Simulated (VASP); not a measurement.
# Au (Fm-3m) in VASP: settings compared

Au is run at these levels: LDA, PBE; tasks: single point.

All numbers are computed with VASP 6.6.1; they aren't measurements. Logs are shortened: lines on timing, memory, paths and dates and some standing lists are left out, and cuts for length are marked.

## 1. The cell of the first run

It takes space group Fm-3m (No. 225, cubic). Conventional cell: a = 4.030 Å, b = 4.030 Å, c = 4.030 Å, α = 90.00°, β = 90.00°, γ = 90.00°. Au (site symmetry m-3m) has 12 Au at 2.85 Å within 3.8 Å.

## 2. Single point, LDA

INCAR

```
SYSTEM = Au
PREC     = Accurate       ! precision mode
ENCUT    = 520            ! plane-wave cutoff, eV
EDIFF    = 1E-6           ! SCF threshold, eV
ISMEAR   = -1             ! smearing method
SIGMA    = 0.06           ! smearing width, eV
LREAL    = .FALSE.        ! projectors in reciprocal space
LASPH    = .TRUE.         ! aspherical terms in the spheres
NELM     = 80             ! most SCF steps
ALGO     = Normal         ! electronic algorithm
ISIF     = 2              ! what is computed and relaxed
LWAVE    = .FALSE.        ! write WAVECAR
LCHARG   = .TRUE.         ! write CHGCAR
GGA      = CA             ! functional
LELF     = .TRUE.         ! ELF
LVHAR    = .TRUE.       
NBANDS   = 12             ! bands
```

KPOINTS

```
regular mesh
0
G
  12 12 12
  0 0 0
```

POSCAR

```
Au
1.0
    0.0000000000      2.0152475000      2.0152475000
    2.0152475000      0.0000000000      2.0152475000
    2.0152475000      2.0152475000      0.0000000000
Au
1
Direct
    0.0000000000      0.0000000000      0.0000000000
```

Potentials or basis: VASP PAW LDA potentials, release 64 (Au).

Command:

```bash
$ cat potpaw_LDA.64/Au/POTCAR > POTCAR
$ mpirun -np 1 vasp_std > vasp.out
```

OUTCAR:

```text
SYSTEM = Au
   PREC = Accurate
   ENCUT = 520
   EDIFF = 1E-6
   ISMEAR = -1
   LREAL = .FALSE.
   LASPH = .TRUE.
   NELM = 80
   ISIF = 2
   GGA = CA

 ion  position               nearest neighbor table
   1  0.000  0.000  0.000-

  LATTYP: Found a face centered cubic cell.
 ALAT       =     4.0304950000

  Lattice vectors:

 A1 = (   0.0000000000,   2.0152475000,   2.0152475000)
 A2 = (   2.0152475000,   0.0000000000,   2.0152475000)
 A3 = (   2.0152475000,   2.0152475000,   0.0000000000)

Analysis of symmetry for initial positions (statically):
=====================================================================
 Subroutine PRICEL returns:
 Original cell was already a primitive cell.

 Routine SETGRP: Setting up the symmetry group for a
 face centered cubic supercell.

 Subroutine GETGRP returns: Found 48 space group operations
 (whereof 48 operations were pure point group operations)
 out of a pool of 48 trial point group operations.

The static configuration has the point symmetry O_h .

Analysis of symmetry for dynamics (positions and initial velocities):
=====================================================================
 Subroutine PRICEL returns:
 Original cell was already a primitive cell.

 Routine SETGRP: Setting up the symmetry group for a
 face centered cubic supercell.

 Subroutine GETGRP returns: Found 48 space group operations
 (whereof 48 operations were pure point group operations)
 out of a pool of 48 trial point group operations.

The dynamic configuration has the point symmetry O_h .

 Subroutine INISYM returns: Found 48 space group operations
 (whereof 48 operations are pure point group operations),
 and found     1 'primitive' translations

----------------------------------------------------------------------------------------

                                     Primitive cell

  volume of cell :      16.3687

  direct lattice vectors                    reciprocal lattice vectors
     0.000000000  2.015247500  2.015247500    -0.248108483  0.248108483  0.248108483
     2.015247500  0.000000000  2.015247500     0.248108483 -0.248108483  0.248108483
     2.015247500  2.015247500  0.000000000     0.248108483  0.248108483 -0.248108483

  length of vectors
     2.849990346  2.849990346  2.849990346     0.429736498  0.429736498  0.429736498

  position of ions in fractional coordinates (direct lattice)
     0.000000000  0.000000000  0.000000000

  ion indices of the primitive-cell ions
   primitive index   ion index
[... 75 lines left out ...]
   EDIFFG = 0.1E-04   stopping-criterion for IOM
   NSW    =      0    number of steps for IOM
   IBRION =     -1    ionic relax: 0-MD 1-quasi-New 2-CG
   NFREE  =      0    steps in history (QN), initial steepest desc. (CG)
   ISIF   =      2    stress and relaxation
   ISYM   =      2    0-nonsym 1-usesym 2-fastsym
   POTIM  = 0.5000    time-step for ionic-motion
   TEBEG  =    0.0;   TEEND  =   0.0 temperature during run
   PSTRESS=    0.0 pullay stress
   NELECT =      11.0000    total number of electrons
   NUPDOWN=      -1.0000    fix difference up-down
   EMIN   =  10.00;   EMAX   =-10.00  energy-range for DOS
   EFERMI =   0.00;   METHOD = LEGACY
   ISMEAR =    -1;   SIGMA  =   0.06  broadening in eV -4-tet -1-fermi 0-gaus
   EFERMI_NEDOS =   21; number of points for ismear=-14 and -15
   IALGO  =     38    algorithm
   IMIX   =      4    mixing-type and parameters
     AMIX     =   0.40;   BMIX     =  1.00
     AMIX_MAG =   1.60;   BMIX_MAG =  1.00
  volume/ion in A,a.u.               =      16.37       110.46
  Fermi-wavevector in a.u.,A,eV,Ry     =   1.433950  2.709773 27.976470  2.056213
  Thomas-Fermi vector in A             =   2.553412
   LORBIT       =      0    0 simple, 1 ext, 2 COOP (PROOUT), +10 PAW based schemes
   GGA     = CA    functional components
   LHFCALC =     F    Hartree Fock is set to
   AEXX    =    0.0000 exact exchange contribution
   IVDW    =     0    specifies the selected vdW correction
   LEPSILON=     F    determine dielectric tensor
   LRPA    =     F    only Hartree local field effects (RPA)
 non-spin polarized calculation
  energy-cutoff  :      520.00
  volume of cell :       16.37
 maximum number of plane-waves:       459
 NGX is ok and might be reduce to    24
   NGX = 11   NGY = 11   NGZ = 11

 number of electron      10.9999999 magnetization

 Free energy of the ion-electron system (eV)
  ---------------------------------------------------
  ext. energy  EPLUGINS =         0.00000000
  ---------------------------------------------------
  free energy    TOTEN  =        -4.43565425 eV

  energy without entropy =       -4.43121864  energy(sigma->0) =       -4.43343644

 E-fermi :   9.9320     XC(G=0): -13.2183

 val. band max:        9.9135861795   @ k =   0.5000   0.3333   0.1667
 cond. band min:      10.0824909678   @ k =   0.5000   0.2500   0.0833
 fundamental gap:      0.1689047883
 Fermi energy:         9.9319593037

 k-point     1 :       0.0000    0.0000    0.0000
  band No.  band energies     occupation
      1      -0.3668      2.00000
      2       5.0439      2.00000
      3       5.0439      2.00000
      4       5.0439      2.00000
      5       6.6961      2.00000
      6       6.6961      2.00000
      7      24.4019      0.00000
      8      28.5929      0.00000
      9      28.5929      0.00000
     10      28.5929      0.00000
     11      33.7545      0.00000
     12      38.7960      0.00000
[... 331 lines left out ...]
 k-point    24 :      -0.4167    0.1667    0.0000
  band No.  band energies     occupation
      1       2.9336      2.00000
      2       4.6087      2.00000
      3       5.5555      2.00000
      4       6.0025      2.00000
      5       7.7480      2.00000
      6      11.2247      0.00000
      7      13.6777      0.00000
      8      23.0451      0.00000
      9      25.6777      0.00000
     10      26.4926      0.00000
     11      35.0046      0.00000
     12      35.6990      0.00000

 [... further k-points ...]
[... 5 lines left out ...]
  --------------------------------------------------------------------------------------
  -------------------------------------------------------------------------------------
  Total        0.3149297      0.3149297      0.3149297      0.0000000      0.0000000      0.0000000
  in kB       30.8254246     30.8254246     30.8254246      0.0000000      0.0000000      0.0000000
  external PRESSURE =      30.8254246 kB  Pullay stress =       0.0000000 kB

 VOLUME and BASIS-vectors are now :
 -----------------------------------------------------------------------------
  energy-cutoff  :      520.00
  volume of cell :       16.37
      direct lattice vectors                 reciprocal lattice vectors
     0.000000000  2.015247500  2.015247500    -0.248108483  0.248108483  0.248108483
     2.015247500  0.000000000  2.015247500     0.248108483 -0.248108483  0.248108483
     2.015247500  2.015247500  0.000000000     0.248108483  0.248108483 -0.248108483

 POSITION                                       TOTAL-FORCE (eV/Angst)
 -----------------------------------------------------------------------------------
      0.00000      0.00000      0.00000         0.000000      0.000000      0.000000
 -----------------------------------------------------------------------------------
    total drift:                               -0.000000      0.000000     -0.000000

  FREE ENERGIE OF THE ION-ELECTRON SYSTEM (eV)
  ---------------------------------------------------
  free  energy   TOTEN  =        -4.4356542480 eV

  energy  without entropy=       -4.4312186371  energy(sigma->0) =       -4.43343644
```

OSZICAR:

```text
N       E                     dE             d eps       ncg     rms          rms(c)
DAV:   1     0.498629141021E+02    0.49863E+02   -0.56345E+03  1792   0.821E+02
DAV:   2    -0.403905177531E+01   -0.53902E+02   -0.50760E+02  1992   0.190E+02
DAV:   3    -0.476162746944E+01   -0.72258E+00   -0.72164E+00  2108   0.212E+01
DAV:   4    -0.476388693953E+01   -0.22595E-02   -0.22593E-02  2044   0.137E+00
DAV:   5    -0.476390215737E+01   -0.15218E-04   -0.15218E-04  2164   0.106E-01    0.109E+01
DAV:   6    -0.446496364311E+01    0.29894E+00   -0.77647E-01  1868   0.709E+00    0.665E+00
DAV:   7    -0.443917927996E+01    0.25784E-01   -0.76452E-02  2028   0.219E+00    0.295E+00
DAV:   8    -0.443565908530E+01    0.35202E-02   -0.25399E-03  1936   0.507E-01    0.291E-01
DAV:   9    -0.443565377143E+01    0.53139E-05   -0.11640E-05  2064   0.323E-02    0.124E-02
DAV:  10    -0.443565424803E+01   -0.47660E-06   -0.96389E-07  1820   0.715E-03
   1 F= -.44356542E+01 E0= -.44334364E+01  d E =-.443561E-02
```

Run time: 4.9 s. Hardware: 1 thread of Intel Xeon 6975P-C (Granite Rapids), shared host; peak memory 0.14 GiB.

Results:

```yaml
Free_energy: -4.4357 eV
Pressure: 3.1 GPa
```

Caveat: spin-orbit coupling is left out, which moves the levels of the heavy elements.

## 3. Single point, PBE

INCAR

```
SYSTEM = Au
PREC = Accurate
ENCUT = 520
EDIFF = 1E-6
ISMEAR = -1
SIGMA = 0.06
LREAL = .FALSE.
LASPH = .TRUE.
NELM = 60
ALGO = Normal
ISIF = 2
LWAVE = .FALSE.
LCHARG = .TRUE.
GGA = PE
LELF = .TRUE.
LVHAR = .TRUE.
NBANDS = 12
```

KPOINTS

```
Automatic mesh
0
G
  12 12 12
  0 0 0
```

POSCAR is that of step 2.

Potentials or basis: VASP PAW PBE potentials, release 64 (Au).

Command:

```bash
$ cat potpaw_PBE.64/Au/POTCAR > POTCAR
$ mpirun -np 1 vasp_std > vasp.out
```

It took 5.5 s on 1 thread of Intel Xeon 6975P-C (Granite Rapids), shared host; peak memory 0.15 GiB.

The run converged. Its results:

```yaml
Free_energy: -3.1383 eV
Pressure: 16.8 GPa
```

Levels at points of the mesh, in eV from the Fermi level:
```csv
k point,band 4,band 5,band 6,band 7,band 8,band 9
"(0.00, 0.00, 0.00)",-4.88,-3.25,-3.25,14.50,18.73,18.73
"(0.50, 0.00, 0.00)",-1.97,-1.97,-1.11,3.33,13.96,17.47
"(0.50, 0.50, 0.00)",-1.62,-1.62,0.95,6.15,10.16,10.16
```

Caveat: spin-orbit coupling is left out, which moves the levels of the heavy elements.
